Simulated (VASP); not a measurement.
# CsBr (Pm-3m) in VASP: notebook

CsBr is run at these levels: LDA; tasks: single point, relaxation of volume and atoms at fixed shape.

All numbers are computed with VASP 6.6.1; they aren't measurements. Logs are shortened: lines on timing, memory, paths and dates and some standing lists are left out, and cuts for length are marked.

## Step 1: The cell of the first run

The structure is cubic, space group Pm-3m (No. 221). The conventional cell has a = 4.140 Å, b = 4.140 Å, c = 4.140 Å, α = 90.00°, β = 90.00°, γ = 90.00°. Within 4.7 Å of Cs (site symmetry m-3m) lie 8 Br at 3.59 Å and 6 Cs at 4.14 Å. Br (site symmetry m-3m) has 8 Cs at 3.59 Å and 6 Br at 4.14 Å within 4.7 Å.

## Step 2: Single point, LDA

File INCAR:

```
SYSTEM = CsBr
PREC = Accurate
ENCUT = 500
EDIFF = 1E-6
ISMEAR = -1
SIGMA = 0.01
LREAL = .FALSE.
LASPH = .TRUE.
NELM = 120
ALGO = Normal
ISIF = 2
LWAVE = .FALSE.
LCHARG = .TRUE.
LELF = .TRUE.
LVHAR = .TRUE.
NBANDS = 15
GGA_COMPAT = .FALSE.
```

File KPOINTS:

```
Automatic mesh
0
G
  5 5 5
  0 0 0
```

File POSCAR:

```
CsBr
1.0
    4.1398421706      0.0000000000      0.0000000000
    0.0000000000      4.1398421706      0.0000000000
    0.0000000000      0.0000000000      4.1398421706
Cs Br
1 1
Direct
    0.0000000000      0.0000000000      0.0000000000
    0.5000000000      0.5000000000      0.5000000000
```

Potentials or basis: VASP PAW LDA potentials, release 64 (Cs_sv, Br).

Run with:

```console
$ cat potpaw_LDA.64/Cs_sv/POTCAR potpaw_LDA.64/Br/POTCAR > POTCAR
$ mpirun -np 1 vasp_std > vasp.out
```

OUTCAR:

```text
SYSTEM = CsBr
   PREC = Accurate
   ENCUT = 500
   EDIFF = 1E-6
   ISMEAR = -1
   LREAL = .FALSE.
   LASPH = .TRUE.
   NELM = 120
   ISIF = 2

 ion  position               nearest neighbor table
   1  0.000  0.000  0.000-
   2  0.500  0.500  0.500-

  LATTYP: Found a simple cubic cell.
 ALAT       =     4.1398421706

  Lattice vectors:

 A1 = (   4.1398421706,   0.0000000000,   0.0000000000)
 A2 = (   0.0000000000,   4.1398421706,   0.0000000000)
 A3 = (   0.0000000000,   0.0000000000,   4.1398421706)

Analysis of symmetry for initial positions (statically):
=====================================================================
 Subroutine PRICEL returns:
 Original cell was already a primitive cell.

 Routine SETGRP: Setting up the symmetry group for a
 simple cubic supercell.

 Subroutine GETGRP returns: Found 48 space group operations
 (whereof 48 operations were pure point group operations)
 out of a pool of 48 trial point group operations.

The static configuration has the point symmetry O_h .

Analysis of symmetry for dynamics (positions and initial velocities):
=====================================================================
 Subroutine PRICEL returns:
 Original cell was already a primitive cell.

 Routine SETGRP: Setting up the symmetry group for a
 simple cubic supercell.

 Subroutine GETGRP returns: Found 48 space group operations
 (whereof 48 operations were pure point group operations)
 out of a pool of 48 trial point group operations.

The dynamic configuration has the point symmetry O_h .

 Subroutine INISYM returns: Found 48 space group operations
 (whereof 48 operations are pure point group operations),
 and found     1 'primitive' translations

----------------------------------------------------------------------------------------

                                     Primitive cell

  volume of cell :      70.9498

  direct lattice vectors                    reciprocal lattice vectors
     4.139842171  0.000000000  0.000000000     0.241555103  0.000000000  0.000000000
     0.000000000  4.139842171  0.000000000     0.000000000  0.241555103  0.000000000
     0.000000000  0.000000000  4.139842171     0.000000000  0.000000000  0.241555103

  length of vectors
     4.139842171  4.139842171  4.139842171     0.241555103  0.241555103  0.241555103

  position of ions in fractional coordinates (direct lattice)
     0.000000000  0.000000000  0.000000000
     0.500000000  0.500000000  0.500000000

  ion indices of the primitive-cell ions
   primitive index   ion index
                 1           1
                 2           2

----------------------------------------------------------------------------------------

 KPOINTS: Automatic mesh

Automatic generation of k-mesh.
 Grid dimensions read from file:
 generate k-points for:    5    5    5

 Generating k-lattice:

  Cartesian coordinates                     Fractional coordinates (reciprocal lattice)
     0.048311021  0.000000000  0.000000000     0.200000000  0.000000000  0.000000000
     0.000000000  0.048311021  0.000000000     0.000000000  0.200000000  0.000000000
     0.000000000  0.000000000  0.048311021     0.000000000  0.000000000  0.200000000

  Length of vectors
     0.048311021  0.048311021  0.048311021

  Shift w.r.t. Gamma in fractional coordinates (k-lattice)
     0.000000000  0.000000000  0.000000000

 Subroutine IBZKPT returns following result:
 ===========================================

 Found     10 irreducible k-points:

 Following reciprocal coordinates:
            Coordinates               Weight
  0.000000  0.000000  0.000000      1.000000
  0.200000  0.000000  0.000000      6.000000
  0.400000  0.000000  0.000000      6.000000
  0.200000  0.200000  0.000000     12.000000
  0.400000  0.200000  0.000000     24.000000
  0.400000  0.400000  0.000000     12.000000
  0.200000  0.200000  0.200000      8.000000
  0.400000  0.200000  0.200000     24.000000
  0.400000  0.400000  0.200000     24.000000
  0.400000  0.400000  0.400000      8.000000
   k-points           NKPTS =     10   k-points in BZ     NKDIM =     10   number of bands    NBANDS=     15
   number of dos      NEDOS =    301   number of ions     NIONS =      2
   total plane-waves  NPLWV =  27000
   dimension x,y,z NGX =    30 NGY =   30 NGZ =   30
   dimension x,y,z NGXF=    60 NGYF=   60 NGZF=   60
   ions per type =               1   1
   NGX,Y,Z   is equivalent  to a cutoff of  12.05, 12.05, 12.05 a.u.
   NGXF,Y,Z  is equivalent  to a cutoff of  24.09, 24.09, 24.09 a.u.
 SYSTEM =  CsBr
   PREC   = accura    normal or accurate (medium, high low for compatibility)
   ISTART =      0    job   : 0-new  1-cont  2-samecut
   ICHARG =      2    charge: 1-file 2-atom 10-const
   ISPIN  =      1    spin polarized calculation?
   LNONCOLLINEAR =      F non collinear calculations
   LSORBIT =      F    spin-orbit coupling
   LASPH  =      T    aspherical Exc in radial PAW
   ENCUT  =  500.0 eV  36.75 Ry    6.06 a.u.   7.55  7.55  7.55*2*pi/ulx,y,z
   NELM   =    120;   NELMIN=  2; NELMDL= -5     # of ELM steps
   EDIFF  = 0.1E-05   stopping-criterion for ELM
   LREAL  =      F    real-space projection
   EDIFFG = 0.1E-04   stopping-criterion for IOM
   NSW    =      0    number of steps for IOM
   IBRION =     -1    ionic relax: 0-MD 1-quasi-New 2-CG
   NFREE  =      0    steps in history (QN), initial steepest desc. (CG)
   ISIF   =      2    stress and relaxation
   ISYM   =      2    0-nonsym 1-usesym 2-fastsym
   POTIM  = 0.5000    time-step for ionic-motion
   TEBEG  =    0.0;   TEEND  =   0.0 temperature during run
   PSTRESS=    0.0 pullay stress
   NELECT =      16.0000    total number of electrons
   NUPDOWN=      -1.0000    fix difference up-down
   EMIN   =  10.00;   EMAX   =-10.00  energy-range for DOS
   EFERMI =   0.00;   METHOD = LEGACY
   ISMEAR =    -1;   SIGMA  =   0.01  broadening in eV -4-tet -1-fermi 0-gaus
   EFERMI_NEDOS =   21; number of points for ismear=-14 and -15
   IALGO  =     38    algorithm
   IMIX   =      4    mixing-type and parameters
     AMIX     =   0.40;   BMIX     =  1.00
     AMIX_MAG =   1.60;   BMIX_MAG =  1.00
  volume/ion in A,a.u.               =      35.47       239.40
  Fermi-wavevector in a.u.,A,eV,Ry     =   0.996470  1.883056 13.509947  0.992953
  Thomas-Fermi vector in A             =   2.128561
   LORBIT       =      0    0 simple, 1 ext, 2 COOP (PROOUT), +10 PAW based schemes
   GGA     = CA    functional components
   LHFCALC =     F    Hartree Fock is set to
   AEXX    =    0.0000 exact exchange contribution
   IVDW    =     0    specifies the selected vdW correction
   LEPSILON=     F    determine dielectric tensor
   LRPA    =     F    only Hartree local field effects (RPA)
 non-spin polarized calculation
  energy-cutoff  :      500.00
  volume of cell :       70.95
 maximum number of plane-waves:      1815
 NGX is ok and might be reduce to    30
   NGX = 15   NGY = 15   NGZ = 15

 number of electron      16.0000002 magnetization

 Free energy of the ion-electron system (eV)
  ---------------------------------------------------
  ext. energy  EPLUGINS =         0.00000000
  ---------------------------------------------------
  free energy    TOTEN  =        -6.79289240 eV

  energy without entropy =       -6.79289240  energy(sigma->0) =       -6.79289240

 E-fermi :   0.4247     XC(G=0):  -8.8566

 val. band max:        0.2113328022   @ k =   0.0000   0.0000   0.0000
 cond. band min:       4.7103407737   @ k =   0.0000   0.0000   0.0000
 fundamental gap:      4.4990079715
 Fermi energy:         0.4247031406

 k-point     1 :       0.0000    0.0000    0.0000
  band No.  band energies     occupation
      1     -19.4370      2.00000
      2     -12.3553      2.00000
      3      -5.9747      2.00000
      4      -5.9747      2.00000
      5      -5.9747      2.00000
      6       0.2113      2.00000
      7       0.2113      2.00000
      8       0.2113      2.00000
      9       4.7103      0.00000
     10       4.7103      0.00000
     11       4.7697      0.00000
     12       9.5408      0.00000
     13       9.5408      0.00000
     14       9.5408      0.00000
     15      12.5422      0.00000

 k-point     2 :       0.2000    0.0000    0.0000
  band No.  band energies     occupation
      1     -19.4068      2.00000
      2     -12.3733      2.00000
      3      -6.1611      2.00000
      4      -5.9184      2.00000
      5      -5.9184      2.00000
      6      -0.4911      2.00000
      7       0.0986      2.00000
      8       0.0986      2.00000
      9       4.9936      0.00000
     10       5.7265      0.00000
     11       5.8185      0.00000
     12       9.3302      0.00000
     13       9.3302      0.00000
     14       9.7764      0.00000
     15      10.5294      0.00000

 k-point     3 :       0.4000    0.0000    0.0000
  band No.  band energies     occupation
      1     -19.3566      2.00000
      2     -12.4078      2.00000
      3      -6.4122      2.00000
      4      -5.8229      2.00000
      5      -5.8229      2.00000
      6      -1.3317      2.00000
      7      -0.0927      2.00000
      8      -0.0927      2.00000
      9       5.6827      0.00000
     10       7.4483      0.00000
     11       7.8315      0.00000
     12       8.5906      0.00000
     13       9.3185      0.00000
     14       9.3185      0.00000
     15      10.2974      0.00000
[... 91 lines left out ...]
 k-point     9 :       0.4000    0.4000    0.2000
  band No.  band energies     occupation
      1     -19.2662      2.00000
      2     -12.2269      2.00000
      3      -6.6499      2.00000
      4      -6.6039      2.00000
      5      -6.0444      2.00000
      6      -0.8206      2.00000
      7      -0.6815      2.00000
      8      -0.3268      2.00000
      9       6.4265      0.00000
     10       6.6618      0.00000
     11       7.7176      0.00000
     12       8.0114      0.00000
     13       9.8990      0.00000
     14      10.2453      0.00000
     15      12.3055      0.00000

 k-point    10 :       0.4000    0.4000    0.4000
  band No.  band energies     occupation
      1     -19.2277      2.00000
      2     -12.1576      2.00000
      3      -6.5279      2.00000
      4      -6.4869      2.00000
      5      -6.4869      2.00000
      6      -1.1601      2.00000
      7      -1.1601      2.00000
      8      -0.9239      2.00000
      9       7.5293      0.00000
     10       8.4136      0.00000
     11       8.4136      0.00000
     12       9.3647      0.00000
     13       9.3647      0.00000
     14       9.4900      0.00000
     15      12.7125      0.00000

------------------------ aborting loop because EDIFF is reached ----------------------------------------

  FORCE on cell =-STRESS in cart. coord.  units (eV):
  Direction    XX          YY          ZZ          XY          YZ          ZX
  --------------------------------------------------------------------------------------
  -------------------------------------------------------------------------------------
  Total        0.0485703      0.0485703      0.0485703      0.0000000      0.0000000      0.0000000
  in kB        1.0968062      1.0968062      1.0968062      0.0000000      0.0000000      0.0000000
  external PRESSURE =       1.0968062 kB  Pullay stress =       0.0000000 kB

 VOLUME and BASIS-vectors are now :
 -----------------------------------------------------------------------------
  energy-cutoff  :      500.00
  volume of cell :       70.95
      direct lattice vectors                 reciprocal lattice vectors
     4.139842171  0.000000000  0.000000000     0.241555103  0.000000000  0.000000000
     0.000000000  4.139842171  0.000000000     0.000000000  0.241555103  0.000000000
     0.000000000  0.000000000  4.139842171     0.000000000  0.000000000  0.241555103

 POSITION                                       TOTAL-FORCE (eV/Angst)
 -----------------------------------------------------------------------------------
      0.00000      0.00000      0.00000         0.000000      0.000000      0.000000
      2.06992      2.06992      2.06992         0.000000      0.000000      0.000000
 -----------------------------------------------------------------------------------
    total drift:                                0.000000      0.000000     -0.000000

  FREE ENERGIE OF THE ION-ELECTRON SYSTEM (eV)
  ---------------------------------------------------
  free  energy   TOTEN  =        -6.7928924010 eV

  energy  without entropy=       -6.7928924010  energy(sigma->0) =       -6.79289240
```

Wall time 12 s (1 thread of Intel Xeon 8259CL, shared host); peak memory 0.15 GiB.

Results:

```yaml
Free_energy: -6.7929 eV
Pressure: 0.1 GPa
Band_gap_on_the_k_mesh: 4.50 eV
```

Caveat: spin-orbit coupling is left out, which moves the levels of the heavy elements; an odd mesh through Γ misses points on the zone boundary, where band edges can lie.

(Continued in part 2 of 2.)
